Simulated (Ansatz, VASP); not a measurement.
## SrAl3: VASP beside Ansatz

```
Sr Al
1.0
     4.47370    0.00000    0.00000
     0.00000    4.47370    0.00000
     0.00000    0.00000    4.47370
Sr Al
1 3
Direct
  0.00000 0.00000 0.00000
  0.00000 0.50000 0.50000
  0.50000 0.50000 0.00000
  0.50000 0.00000 0.50000
```

Alike in both runs: task single point; functional PBE; k mesh 8 × 8 × 8; occupations gaussian, width 0.05 eV; non-collinear spin, spin-orbit coupling.

```csv
,VASP,Ansatz
version,VASP 6.6.1,Ansatz 0.2.0
potentials or method,"VASP PAW PBE potentials, release 64 (Sr_sv, Al), cutoff 520 eV","plane waves, PAW"
valence electrons in the cell,19,19
```

|  | VASP | Ansatz | Ansatz less VASP |
| --- | --- | --- | --- |
| pressure (GPa) | 0.0 | 0.0 | -0.03 |
| net moment per atom (μB) | 0.00 | 0.00 | 0.000 |
